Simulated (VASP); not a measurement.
# HfB (R-3m) in VASP: further runs

Runs on HfB. Level: PBE. Tasks: single point, relaxation of cell and atoms.

Everything below comes from runs of VASP 6.6.1. Logs are shortened: lines on timing, memory, paths and dates and some standing lists are left out, and cuts for length are marked.

### Step 1. The cell of the first run

It takes space group R-3m (No. 166, trigonal). Conventional cell: a = 4.439 Å, b = 4.439 Å, c = 4.769 Å, α = 90.00°, β = 90.00°, γ = 120.00°. Hf (site symmetry -3m) has 8 B at 2.38 to 2.68 Å and 6 Hf at 3.02 Å within 3.2 Å. Within 3.2 Å of B (site symmetry -3m) lie 8 Hf at 2.38 to 2.68 Å and 6 B at 3.02 Å.

The cell was built from a structure type or drawn by symmetry, and may not be a known phase.

### Step 2. Single point, PBE

File INCAR:

```
SYSTEM = HfB
ALGO = Normal
EDIFF = 1E-7
ENCUT = 520
GGA = PE
ISIF = 2
ISMEAR = 0
LASPH = .TRUE.
LCHARG = .FALSE.
LREAL = .FALSE.
LWAVE = .FALSE.
NBANDS = 14
NELM = 60
PREC = Accurate
SIGMA = 0.1
```

File KPOINTS:

```
k-points
0
G
  18 18 18
  0 0 0
```

File POSCAR:

```
HfB
1.0
    2.2196517598      1.2815165410      1.5897803516
   -2.2196517598      1.2815165410      1.5897803516
    0.0000000000     -2.5630330820      1.5897803515
Hf B
1 1
Direct
    0.5000000000      0.5000000000      0.5000000000
    0.0000000000      0.0000000000      0.0000000000
```

Potentials or basis: VASP PAW PBE potentials, release 64 (Hf_pv, B).

On the command line:

```sh
$ cat potpaw_PBE.64/Hf_pv/POTCAR potpaw_PBE.64/B/POTCAR > POTCAR
$ mpirun -np 1 vasp_std > vasp.out
```

OUTCAR:

```text
SYSTEM = HfB
   EDIFF = 1E-7
   ENCUT = 520
   GGA = PE
   ISIF = 2
   ISMEAR = 0
   LASPH = .TRUE.
   LREAL = .FALSE.
   NELM = 60
   PREC = Accurate

 ion  position               nearest neighbor table
   1  0.500  0.500  0.500-   2 2.38   2 2.38   2 2.68   2 2.68   2 2.68   2 2.68   2 2.68   2 2.68

   2  0.000  0.000  0.000-   1 2.38   1 2.38   1 2.68   1 2.68   1 2.68   1 2.68   1 2.68   1 2.68

  LATTYP: Found a trigonal (rhomboedric) cell.
 ALAT       =     3.0160471061
 COS(alpha) =    -0.0832368913

  Lattice vectors:

 A1 = (   2.2196517598,   1.2815165410,   1.5897803516)
 A2 = (  -2.2196517598,   1.2815165410,   1.5897803516)
 A3 = (   0.0000000000,  -2.5630330820,   1.5897803515)

Analysis of symmetry for initial positions (statically):
=====================================================================
 Subroutine PRICEL returns:
 Original cell was already a primitive cell.

 Routine SETGRP: Setting up the symmetry group for a
 trigonal (rhombohedral) supercell.

 Subroutine GETGRP returns: Found 12 space group operations
 (whereof 12 operations were pure point group operations)
 out of a pool of 12 trial point group operations.

The static configuration has the point symmetry D_3d.

Analysis of symmetry for dynamics (positions and initial velocities):
=====================================================================
 Subroutine PRICEL returns:
 Original cell was already a primitive cell.

 Routine SETGRP: Setting up the symmetry group for a
 trigonal (rhombohedral) supercell.

 Subroutine GETGRP returns: Found 12 space group operations
 (whereof 12 operations were pure point group operations)
 out of a pool of 12 trial point group operations.

The dynamic configuration has the point symmetry D_3d.

 Subroutine INISYM returns: Found 12 space group operations
 (whereof 12 operations are pure point group operations),
 and found     1 'primitive' translations

----------------------------------------------------------------------------------------

                                     Primitive cell

  volume of cell :      27.1330

  direct lattice vectors                    reciprocal lattice vectors
     2.219651760  1.281516541  1.589780352     0.225260561  0.130054245  0.209672571
    -2.219651760  1.281516541  1.589780352    -0.225260561  0.130054245  0.209672571
     0.000000000 -2.563033082  1.589780351     0.000000000 -0.260108491  0.209672571

  length of vectors
     3.016047106  3.016047106  3.016047106     0.334094319  0.334094319  0.334094319

  position of ions in fractional coordinates (direct lattice)
     0.500000000  0.500000000  0.500000000
     0.000000000  0.000000000  0.000000000

  ion indices of the primitive-cell ions
   primitive index   ion index
                 1           1
                 2           2

----------------------------------------------------------------------------------------

 KPOINTS: k-points

Automatic generation of k-mesh.
 Grid dimensions read from file:
 generate k-points for:   18   18   18

 Generating k-lattice:

  Cartesian coordinates                     Fractional coordinates (reciprocal lattice)
     0.012514476  0.007225236  0.011648476     0.055555556  0.000000000  0.000000000
    -0.012514476  0.007225236  0.011648476     0.000000000  0.055555556  0.000000000
     0.000000000 -0.014450472  0.011648476     0.000000000  0.000000000  0.055555556

  Length of vectors
     0.018560795  0.018560795  0.018560795

  Shift w.r.t. Gamma in fractional coordinates (k-lattice)
     0.000000000  0.000000000  0.000000000

 Subroutine IBZKPT returns following result:
 ===========================================

 Found    580 irreducible k-points:

 Following reciprocal coordinates:
            Coordinates               Weight
  0.000000  0.000000  0.000000      1.000000
  0.055556  0.000000  0.000000      6.000000
  0.111111  0.000000  0.000000      6.000000
  0.166667 -0.000000  0.000000      6.000000
  0.222222  0.000000  0.000000      6.000000
  0.277778  0.000000  0.000000      6.000000
[... 16 lines left out ...]
 -0.277778  0.055556 -0.000000     12.000000
 -0.222222  0.055556  0.000000     12.000000
 [... further k-points ...]
   k-points           NKPTS =    580   k-points in BZ     NKDIM =    580   number of bands    NBANDS=     14
   number of dos      NEDOS =    301   number of ions     NIONS =      2
   total plane-waves  NPLWV =  13824
   dimension x,y,z NGX =    24 NGY =   24 NGZ =   24
   dimension x,y,z NGXF=    48 NGYF=   48 NGZF=   48
   ions per type =               1   1
   NGX,Y,Z   is equivalent  to a cutoff of  13.23, 13.23, 13.23 a.u.
   NGXF,Y,Z  is equivalent  to a cutoff of  26.46, 26.46, 26.46 a.u.
 SYSTEM =  HfB
   PREC   = accura    normal or accurate (medium, high low for compatibility)
   ISTART =      0    job   : 0-new  1-cont  2-samecut
   ICHARG =      2    charge: 1-file 2-atom 10-const
   ISPIN  =      1    spin polarized calculation?
   LNONCOLLINEAR =      F non collinear calculations
   LSORBIT =      F    spin-orbit coupling
   LASPH  =      T    aspherical Exc in radial PAW
   ENCUT  =  520.0 eV  38.22 Ry    6.18 a.u.   5.61  5.61  5.61*2*pi/ulx,y,z
   NELM   =     60;   NELMIN=  2; NELMDL= -5     # of ELM steps
   EDIFF  = 0.1E-06   stopping-criterion for ELM
   LREAL  =      F    real-space projection
   EDIFFG = 0.1E-05   stopping-criterion for IOM
   NSW    =      0    number of steps for IOM
   IBRION =     -1    ionic relax: 0-MD 1-quasi-New 2-CG
   NFREE  =      0    steps in history (QN), initial steepest desc. (CG)
   ISIF   =      2    stress and relaxation
   ISYM   =      2    0-nonsym 1-usesym 2-fastsym
   POTIM  = 0.5000    time-step for ionic-motion
   TEBEG  =    0.0;   TEEND  =   0.0 temperature during run
   PSTRESS=    0.0 pullay stress
   NELECT =      13.0000    total number of electrons
   NUPDOWN=      -1.0000    fix difference up-down
   EMIN   =  10.00;   EMAX   =-10.00  energy-range for DOS
   EFERMI =   0.00;   METHOD = LEGACY
   ISMEAR =     0;   SIGMA  =   0.10  broadening in eV -4-tet -1-fermi 0-gaus
   EFERMI_NEDOS =   21; number of points for ismear=-14 and -15
   IALGO  =     38    algorithm
   IMIX   =      4    mixing-type and parameters
     AMIX     =   0.40;   BMIX     =  1.00
     AMIX_MAG =   1.60;   BMIX_MAG =  1.00
  volume/ion in A,a.u.               =      13.57        91.55
  Fermi-wavevector in a.u.,A,eV,Ry     =   1.281023  2.420782 22.327419  1.641019
  Thomas-Fermi vector in A             =   2.413417
   LORBIT       =      0    0 simple, 1 ext, 2 COOP (PROOUT), +10 PAW based schemes
   GGA     = PE    functional components
   LHFCALC =     F    Hartree Fock is set to
   AEXX    =    0.0000 exact exchange contribution
   IVDW    =     0    specifies the selected vdW correction
   LEPSILON=     F    determine dielectric tensor
   LRPA    =     F    only Hartree local field effects (RPA)
 non-spin polarized calculation
 Gauss-broadening in eV      SIGMA  =   0.10
  energy-cutoff  :      520.00
  volume of cell :       27.13
 maximum number of plane-waves:       750
   NGX = 11   NGY = 11   NGZ = 11

 number of electron      12.9999997 magnetization

 Free energy of the ion-electron system (eV)
  ---------------------------------------------------
  ext. energy  EPLUGINS =         0.00000000
  ---------------------------------------------------
  free energy    TOTEN  =       -16.40695848 eV

  energy without entropy =      -16.39792931  energy(sigma->0) =      -16.40244390

 E-fermi :   5.8008     XC(G=0): -11.9170

 val. band max:        5.8004865872   @ k =  -0.2222   0.3889   0.0556
 cond. band min:       5.8019766736   @ k =   0.2778   0.0556   0.0000
 fundamental gap:      0.0014900864
 Fermi energy:         5.8008161949

 k-point     1 :       0.0000    0.0000    0.0000
  band No.  band energies     occupation
      1     -24.1676      2.00000
      2     -24.1439      2.00000
      3     -24.1439      2.00000
      4      -4.7180      2.00000
      5       4.2681      2.00000
      6       4.2681      2.00000
      7       8.4012      0.00000
      8       8.4012      0.00000
      9       8.4108      0.00000
     10      10.2366      0.00000
     11      11.3121      0.00000
     12      11.3121      0.00000
     13      16.1247      0.00000
     14      19.1969      0.00000

 k-point     2 :       0.0556    0.0000    0.0000
  band No.  band energies     occupation
      1     -24.1802      2.00000
      2     -24.1529      2.00000
      3     -24.1420      2.00000
      4      -4.6512      2.00000
      5       4.2467      2.00000
      6       4.2904      2.00000
      7       8.1369      0.00000
      8       8.3223      0.00000
      9       8.3531      0.00000
     10      10.4928      0.00000
     11      11.3835      0.00000
     12      11.3936      0.00000
     13      16.2333      0.00000
     14      19.1970      0.00000

 k-point     3 :       0.1111    0.0000    0.0000
  band No.  band energies     occupation
      1     -24.2437      2.00000
      2     -24.1507      2.00000
      3     -24.1367      2.00000
      4      -4.4543      2.00000
      5       4.1391      2.00000
      6       4.3543      2.00000
      7       7.6084      0.00000
      8       8.1138      0.00000
      9       8.2777      0.00000
     10      10.8667      0.00000
     11      11.5798      0.00000
     12      11.7428      0.00000
     13      16.5215      0.00000
     14      19.1975      0.00000
[... 324 lines left out ...]
 k-point    23 :      -0.2778    0.0556   -0.0000
  band No.  band energies     occupation
      1     -24.5908      2.00000
      2     -24.1337      2.00000
      3     -24.1101      2.00000
      4      -3.2110      2.00000
      5       2.7634      2.00000
      6       4.8113      2.00000
      7       6.1077      0.00001
      8       7.0112      0.00000
      9       9.4785      0.00000
     10      11.0086      0.00000
     11      12.7488      0.00000
     12      14.0967      0.00000
     13      17.0839      0.00000
     14      17.6093      0.00000

 k-point    24 :      -0.2222    0.0556    0.0000
  band No.  band energies     occupation
      1     -24.4631      2.00000
      2     -24.1461      2.00000
      3     -24.1214      2.00000
      4      -3.7116      2.00000
      5       3.4442      2.00000
      6       4.6760      2.00000
      7       6.5032      0.00000
      8       7.2649      0.00000
      9       8.8252      0.00000
     10      10.8722      0.00000
     11      12.4303      0.00000
     12      13.3760      0.00000
     13      16.8492      0.00000
     14      18.5606      0.00000

 [... further k-points ...]

------------------------ aborting loop because EDIFF is reached ----------------------------------------

  FORCE on cell =-STRESS in cart. coord.  units (eV):
  Direction    XX          YY          ZZ          XY          YZ          ZX
  --------------------------------------------------------------------------------------
  -------------------------------------------------------------------------------------
  Total       -0.1022085     -0.1022085      0.0151074      0.0000000     -0.0000000      0.0000000
  in kB       -6.0353171     -6.0353171      0.8920779      0.0000000     -0.0000000      0.0000000
  external PRESSURE =      -3.7261855 kB  Pullay stress =       0.0000000 kB

 VOLUME and BASIS-vectors are now :
 -----------------------------------------------------------------------------
  energy-cutoff  :      520.00
  volume of cell :       27.13
      direct lattice vectors                 reciprocal lattice vectors
     2.219651760  1.281516541  1.589780352     0.225260561  0.130054245  0.209672571
    -2.219651760  1.281516541  1.589780352    -0.225260561  0.130054245  0.209672571
     0.000000000 -2.563033082  1.589780351     0.000000000 -0.260108491  0.209672571

 POSITION                                       TOTAL-FORCE (eV/Angst)
 -----------------------------------------------------------------------------------
      0.00000      0.00000      2.38467        -0.000000     -0.000000     -0.000000
      0.00000      0.00000      0.00000         0.000000      0.000000      0.000000
 -----------------------------------------------------------------------------------
    total drift:                                0.000000      0.000000     -0.000000

  FREE ENERGIE OF THE ION-ELECTRON SYSTEM (eV)
  ---------------------------------------------------
  free  energy   TOTEN  =       -16.4069584831 eV

  energy  without entropy=      -16.3979293118  energy(sigma->0) =      -16.40244390
```

Wall time 3.7 min (1 thread of Intel Xeon 8259CL, shared host); peak memory 0.33 GiB.

Results:

- Free energy: -16.4070 eV
- Pressure: -0.4 GPa
- Band gap on the k mesh: zero (an odd number of electrons rules out a gap without spin polarisation)

Stress tensor (GPa, compression positive):
```
-0.60  0.00  0.00
 0.00 -0.60  0.00
 0.00  0.00  0.09
```

Caveat: spin-orbit coupling is left out, which moves the levels of the heavy elements.

### Step 3. Relaxation of cell and atoms, PBE

This run uses another cell than the first one, of 13.60 Å³/atom.

File INCAR:

```
PREC = Accurate
ENCUT = 600
EDIFF = 1E-7
ISMEAR = 0
SIGMA = 0.1
LREAL = False
LASPH = True
NELM = 80
ALGO = Normal
ISIF = 3
LWAVE = False
LCHARG = False
GGA = PE
IBRION = 2
NSW = 100
EDIFFG = -0.01
```

File KPOINTS:

```
regular mesh
0
Gamma
  18 18 18
```

File POSCAR:

```
HfB
1.0
    2.2189043821      1.2810850423      1.5946705553
   -2.2189043821      1.2810850423      1.5946705553
    0.0000000000     -2.5621700847      1.5946705553
Hf B
1 1
Direct
    0.5000000000      0.5000000000      0.5000000000
    0.0000000000      0.0000000000      0.0000000000
```

Potentials or basis: VASP PAW PBE potentials, release 64 (Hf_pv, B).

On the command line:

```sh
$ cat potpaw_PBE.64/Hf_pv/POTCAR potpaw_PBE.64/B/POTCAR > POTCAR
$ mpirun -np 1 vasp_std > vasp.out
```

Wall time 72 s (1 thread of Intel Xeon 6975P-C (Granite Rapids), shared host); peak memory 0.34 GiB.

Results (log left out):

```
Free energy                           : -16.4080 eV
Relaxed volume                        : 13.53 Å³/atom
Relaxed cell                          : a = 3.013 Å, b = 3.013 Å, c = 3.013 Å, α = 94.68°, β = 94.68°, γ = 94.68°
Space group after relaxing (to 0.1 Å) : R-3m (No. 166)
Energy gained by relaxing             : 0.2 meV/atom
Ionic steps                           : 3
Pressure after relaxing               : 0.0 GPa
Band gap on the k mesh                : zero (an odd number of electrons rules out a gap without spin polarisation)
```

Step by step:
```tsv
step	energy change (eV)	largest force (eV/Å)	pressure (GPa)	volume (Å³)
1	0.0000	0.0000	-0.84	27.20
2	0.0000	0.0000	0.86	26.92
3	-0.0004	0.0000	0.00	27.06
```

Final structure:
```
Hf B
1.0
     2.21564    1.27920    1.59116
    -2.21564    1.27920    1.59116
     0.00000   -2.55841    1.59116
Hf B
1 1
Direct
  0.50000 0.50000 0.50000
  0.00000 0.00000 0.00000
```

Levels at points of the mesh, in eV from the Fermi level:
| k point | band 4 | band 5 | band 6 | band 7 | band 8 | band 9 | band 10 |
| --- | --- | --- | --- | --- | --- | --- | --- |
| (0.00, 0.00, 0.00) | -10.54 | -1.55 | -1.55 | 2.60 | 2.60 | 2.61 | 4.47 |
| (0.50, 0.00, 0.00) | -6.41 | -6.16 | -0.99 | -0.79 | 1.23 | 5.56 | 7.37 |
| (0.50, 0.50, 0.00) | -7.17 | -2.30 | -1.34 | -1.28 | 2.75 | 2.79 | 3.80 |
| (0.50, 0.50, 0.50) | -4.74 | -4.74 | -4.32 | -2.86 | 6.57 | 6.57 | 8.04 |

Caveat: spin-orbit coupling is left out, which moves the levels of the heavy elements.
